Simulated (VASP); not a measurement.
# SnSe (I4mm) in VASP: single point with PBEsol

Aim: the single point of SnSe with PBEsol.

All numbers are computed with VASP 6.6.1; they aren't measurements. Logs are shortened: lines on timing, memory, paths and dates and some standing lists are left out, and cuts for length are marked.

### Step 1. The cell of the first run

It takes space group I4mm (No. 107, tetragonal). Conventional cell: a = 4.257 Å, b = 4.257 Å, c = 6.020 Å, α = 90.00°, β = 90.00°, γ = 90.00°. Within 3.7 Å of Sn (site symmetry 4mm) lie 6 Se at 2.81 to 3.21 Å. Within 3.7 Å of Se (site symmetry 4mm) lie 6 Sn at 2.81 to 3.21 Å.

### Step 2. Single point, PBEsol (atom 1 (Sn) moved by (+0.000, -0.200) A along [1 1 0] and z)

Input file INCAR:

```
SYSTEM = SnSe
ALGO = Normal
EDIFF = 1E-7
ENCUT = 520
GGA = PS
ISIF = 2
ISMEAR = 0
LASPH = .TRUE.
LCHARG = .FALSE.
LREAL = .FALSE.
LWAVE = .FALSE.
NBANDS = 17
NELM = 80
PREC = Accurate
SIGMA = 0.05
```

Input file KPOINTS:

```
k-points
0
G
  8 8 8
  0 0 0
```

Input file POSCAR:

```
SnSe
1.0
    0.0000000000      3.0100000000      3.0100000000
    3.0100000000      0.0000000000      3.0100000000
    3.0100000000      3.0100000000      0.0000000000
Sn Se
1 1
Direct
   -0.0332225914     -0.0332225914      0.0332225914
    0.5000000000      0.5000000000      0.5000000000
```

Potentials or basis: VASP PAW PBE potentials, release 64 (Sn_d, Se).

Run with:

```console
> cat potpaw_PBE.64/Sn_d/POTCAR potpaw_PBE.64/Se/POTCAR > POTCAR
> mpirun -np 1 vasp_std > vasp.out
```

OUTCAR:

```text
SYSTEM = SnSe
   EDIFF = 1E-7
   ENCUT = 520
   GGA = PS
   ISIF = 2
   ISMEAR = 0
   LASPH = .TRUE.
   LREAL = .FALSE.
   NELM = 80
   PREC = Accurate

 ion  position               nearest neighbor table
   1  0.967  0.967  0.033-   2 2.81   2 3.02   2 3.02   2 3.02   2 3.02   2 3.21
   2  0.500  0.500  0.500-   1 2.81   1 3.02   1 3.02   1 3.02   1 3.02   1 3.21

  LATTYP: Found a face centered cubic cell.
 ALAT       =     6.0200000000

  Lattice vectors:

 A1 = (   0.0000000000,   3.0100000000,   3.0100000000)
 A2 = (   3.0100000000,   0.0000000000,   3.0100000000)
 A3 = (   3.0100000000,   3.0100000000,   0.0000000000)

Analysis of symmetry for initial positions (statically):
=====================================================================
 Subroutine PRICEL returns:
 Original cell was already a primitive cell.

 Routine SETGRP: Setting up the symmetry group for a
 face centered cubic supercell.

 Subroutine GETGRP returns: Found  8 space group operations
 (whereof  8 operations were pure point group operations)
 out of a pool of 48 trial point group operations.

The static configuration has the point symmetry C_4v.

Analysis of symmetry for dynamics (positions and initial velocities):
=====================================================================
 Subroutine PRICEL returns:
 Original cell was already a primitive cell.

 Routine SETGRP: Setting up the symmetry group for a
 face centered cubic supercell.

 Subroutine GETGRP returns: Found  8 space group operations
 (whereof  8 operations were pure point group operations)
 out of a pool of 48 trial point group operations.

The dynamic configuration has the point symmetry C_4v.

 Subroutine INISYM returns: Found  8 space group operations
 (whereof  8 operations are pure point group operations),
 and found     1 'primitive' translations

----------------------------------------------------------------------------------------

                                     Primitive cell

  volume of cell :      54.5418

  direct lattice vectors                    reciprocal lattice vectors
     0.000000000  3.010000000  3.010000000    -0.166112957  0.166112957  0.166112957
     3.010000000  0.000000000  3.010000000     0.166112957 -0.166112957  0.166112957
     3.010000000  3.010000000  0.000000000     0.166112957  0.166112957 -0.166112957

  length of vectors
     4.256782823  4.256782823  4.256782823     0.287716081  0.287716081  0.287716081

  position of ions in fractional coordinates (direct lattice)
     0.966777409  0.966777409  0.033222591
     0.500000000  0.500000000  0.500000000

  ion indices of the primitive-cell ions
   primitive index   ion index
                 1           1
                 2           2

----------------------------------------------------------------------------------------

 KPOINTS: k-points

Automatic generation of k-mesh.
 Grid dimensions read from file:
 generate k-points for:    8    8    8

 Generating k-lattice:

  Cartesian coordinates                     Fractional coordinates (reciprocal lattice)
    -0.020764120  0.020764120  0.020764120     0.125000000  0.000000000  0.000000000
     0.020764120 -0.020764120  0.020764120     0.000000000  0.125000000  0.000000000
     0.020764120  0.020764120 -0.020764120     0.000000000  0.000000000  0.125000000

  Length of vectors
     0.035964510  0.035964510  0.035964510

  Shift w.r.t. Gamma in fractional coordinates (k-lattice)
     0.000000000  0.000000000  0.000000000

 Subroutine IBZKPT returns following result:
 ===========================================

 Found     59 irreducible k-points:

 Following reciprocal coordinates:
            Coordinates               Weight
  0.000000  0.000000  0.000000      1.000000
  0.125000  0.000000  0.000000      8.000000
  0.250000  0.000000  0.000000      8.000000
  0.375000  0.000000  0.000000      8.000000
  0.500000  0.000000  0.000000      4.000000
  0.125000  0.125000  0.000000      2.000000
[... 16 lines left out ...]
  0.000000  0.375000  0.250000     16.000000
  0.500000  0.250000  0.000000      8.000000
 [... further k-points ...]
   k-points           NKPTS =     59   k-points in BZ     NKDIM =     59   number of bands    NBANDS=     17
   number of dos      NEDOS =    301   number of ions     NIONS =      2
   total plane-waves  NPLWV =  32768
   dimension x,y,z NGX =    32 NGY =   32 NGZ =   32
   dimension x,y,z NGXF=    64 NGYF=   64 NGZF=   64
   ions per type =               1   1
   NGX,Y,Z   is equivalent  to a cutoff of  12.50, 12.50, 12.50 a.u.
   NGXF,Y,Z  is equivalent  to a cutoff of  24.99, 24.99, 24.99 a.u.
 SYSTEM =  SnSe
   PREC   = accura    normal or accurate (medium, high low for compatibility)
   ISTART =      0    job   : 0-new  1-cont  2-samecut
   ICHARG =      2    charge: 1-file 2-atom 10-const
   ISPIN  =      1    spin polarized calculation?
   LNONCOLLINEAR =      F non collinear calculations
   LSORBIT =      F    spin-orbit coupling
   LASPH  =      T    aspherical Exc in radial PAW
   ENCUT  =  520.0 eV  38.22 Ry    6.18 a.u.   7.91  7.91  7.91*2*pi/ulx,y,z
   NELM   =     80;   NELMIN=  2; NELMDL= -5     # of ELM steps
   EDIFF  = 0.1E-06   stopping-criterion for ELM
   LREAL  =      F    real-space projection
   EDIFFG = 0.1E-05   stopping-criterion for IOM
   NSW    =      0    number of steps for IOM
   IBRION =     -1    ionic relax: 0-MD 1-quasi-New 2-CG
   NFREE  =      0    steps in history (QN), initial steepest desc. (CG)
   ISIF   =      2    stress and relaxation
   ISYM   =      2    0-nonsym 1-usesym 2-fastsym
   POTIM  = 0.5000    time-step for ionic-motion
   TEBEG  =    0.0;   TEEND  =   0.0 temperature during run
   PSTRESS=    0.0 pullay stress
   NELECT =      20.0000    total number of electrons
   NUPDOWN=      -1.0000    fix difference up-down
   EMIN   =  10.00;   EMAX   =-10.00  energy-range for DOS
   EFERMI =   0.00;   METHOD = LEGACY
   ISMEAR =     0;   SIGMA  =   0.05  broadening in eV -4-tet -1-fermi 0-gaus
   EFERMI_NEDOS =   21; number of points for ismear=-14 and -15
   IALGO  =     38    algorithm
   IMIX   =      4    mixing-type and parameters
     AMIX     =   0.40;   BMIX     =  1.00
     AMIX_MAG =   1.60;   BMIX_MAG =  1.00
  volume/ion in A,a.u.               =      27.27       184.03
  Fermi-wavevector in a.u.,A,eV,Ry     =   1.171768  2.214321 18.681350  1.373040
  Thomas-Fermi vector in A             =   2.308207
   LORBIT       =      0    0 simple, 1 ext, 2 COOP (PROOUT), +10 PAW based schemes
   GGA     = PS    functional components
   LHFCALC =     F    Hartree Fock is set to
   AEXX    =    0.0000 exact exchange contribution
   IVDW    =     0    specifies the selected vdW correction
   LEPSILON=     F    determine dielectric tensor
   LRPA    =     F    only Hartree local field effects (RPA)
 non-spin polarized calculation
 Gauss-broadening in eV      SIGMA  =   0.05
  energy-cutoff  :      520.00
  volume of cell :       54.54
 maximum number of plane-waves:      1480
   NGX = 15   NGY = 15   NGZ = 15

 number of electron      20.0000004 magnetization

 Free energy of the ion-electron system (eV)
  ---------------------------------------------------
  ext. energy  EPLUGINS =         0.00000000
  ---------------------------------------------------
  free energy    TOTEN  =        -8.96864232 eV

  energy without entropy =       -8.96864232  energy(sigma->0) =       -8.96864232

 E-fermi :   5.5282     XC(G=0):  -9.7679

 val. band max:        5.2786473969   @ k =   0.5000   0.0000   0.0000
 cond. band min:       6.0799571064   @ k =  -0.3750   0.1250   0.0000
 fundamental gap:      0.8013097095
 Fermi energy:         5.5282093981

 k-point     1 :       0.0000    0.0000    0.0000
  band No.  band energies     occupation
      1     -16.0185      2.00000
      2     -16.0175      2.00000
      3     -16.0126      2.00000
      4     -16.0107      2.00000
      5     -16.0107      2.00000
      6      -8.4841      2.00000
[... 9 lines left out ...]
     16      11.5307      0.00000
     17      13.4803      0.00000

 k-point     2 :       0.1250    0.0000    0.0000
  band No.  band energies     occupation
      1     -16.0183      2.00000
      2     -16.0177      2.00000
      3     -16.0134      2.00000
      4     -16.0096      2.00000
      5     -16.0091      2.00000
      6      -8.3744      2.00000
[... 9 lines left out ...]
     16      11.7157      0.00000
     17      14.5679      0.00000

 k-point     3 :       0.2500    0.0000    0.0000
  band No.  band energies     occupation
      1     -16.0207      2.00000
      2     -16.0185      2.00000
      3     -16.0134      2.00000
      4     -16.0064      2.00000
      5     -16.0047      2.00000
      6      -8.0792      2.00000
[... 9 lines left out ...]
     16      12.5770      0.00000
     17      16.6591      0.00000

 k-point     4 :       0.3750    0.0000    0.0000
  band No.  band energies     occupation
      1     -16.0234      2.00000
      2     -16.0213      2.00000
      3     -16.0123      2.00000
      4     -16.0024      2.00000
      5     -16.0001      2.00000
      6      -7.7228      2.00000
[... 9 lines left out ...]
     16      14.0424      0.00000
     17      16.8052      0.00000
[... 343 lines left out ...]
      1     -16.0302      2.00000
      2     -16.0216      2.00000
      3     -16.0140      2.00000
      4     -15.9988      2.00000
      5     -15.9977      2.00000
      6      -7.6576      2.00000
[... 9 lines left out ...]
     16      15.2977      0.00000
     17      16.2651      0.00000

 k-point    23 :       0.0000    0.3750    0.2500
  band No.  band energies     occupation
      1     -16.0335      2.00000
      2     -16.0140      2.00000
      3     -16.0109      2.00000
      4     -16.0057      2.00000
      5     -15.9980      2.00000
      6      -7.6717      2.00000
[... 9 lines left out ...]
     16      15.3869      0.00000
     17      16.3118      0.00000

 k-point    24 :       0.5000    0.2500    0.0000
  band No.  band energies     occupation
      1     -16.0315      2.00000
      2     -16.0179      2.00000
      3     -16.0165      2.00000
      4     -15.9986      2.00000
      5     -15.9958      2.00000
      6      -7.4084      2.00000
[... 9 lines left out ...]
     16      16.0425      0.00000
     17      16.7751      0.00000

 [... further k-points ...]

------------------------ aborting loop because EDIFF is reached ----------------------------------------

  FORCE on cell =-STRESS in cart. coord.  units (eV):
  Direction    XX          YY          ZZ          XY          YZ          ZX
  --------------------------------------------------------------------------------------
  -------------------------------------------------------------------------------------
  Total       -0.5766839     -0.5766839     -0.1717451      0.0000000     -0.0000000      0.0000000
  in kB      -16.9402145    -16.9402145     -5.0450509      0.0000000     -0.0000000      0.0000000
  external PRESSURE =     -12.9751600 kB  Pullay stress =       0.0000000 kB

 VOLUME and BASIS-vectors are now :
 -----------------------------------------------------------------------------
  energy-cutoff  :      520.00
  volume of cell :       54.54
      direct lattice vectors                 reciprocal lattice vectors
     0.000000000  3.010000000  3.010000000    -0.166112957  0.166112957  0.166112957
     3.010000000  0.000000000  3.010000000     0.166112957 -0.166112957  0.166112957
     3.010000000  3.010000000  0.000000000     0.166112957  0.166112957 -0.166112957

 POSITION                                       TOTAL-FORCE (eV/Angst)
 -----------------------------------------------------------------------------------
      3.01000      3.01000      5.82000         0.000000      0.000000      0.109288
      3.01000      3.01000      3.01000         0.000000      0.000000     -0.109288
 -----------------------------------------------------------------------------------
    total drift:                                0.000000      0.000000     -0.000195

  FREE ENERGIE OF THE ION-ELECTRON SYSTEM (eV)
  ---------------------------------------------------
  free  energy   TOTEN  =        -8.9686423172 eV

  energy  without entropy=       -8.9686423172  energy(sigma->0) =       -8.96864232
```

It took 28 s on 1 thread of Intel Xeon Platinum 8375C at 2.90GHz (Ice Lake), shared host; peak memory 0.21 GiB.

What came out:

```
Free energy            : -8.9686 eV
Pressure               : -1.3 GPa
Largest force          : 0.109 eV/Å
Band gap on the k mesh : 0.80 eV, indirect (least direct gap 0.82 eV)
```

Forces on the atoms (eV/Å):
```
Sn   0.000  0.000  0.109
Se   0.000  0.000 -0.109
```

Caveat: the cell differs from its parent crystal (atom 1 (Sn) moved by (+0.000, -0.200) A along [1 1 0] and z); the PAW data sets were made with another functional, which shifts forces and pressure a little; spin-orbit coupling is left out, which moves the levels of the heavy elements.
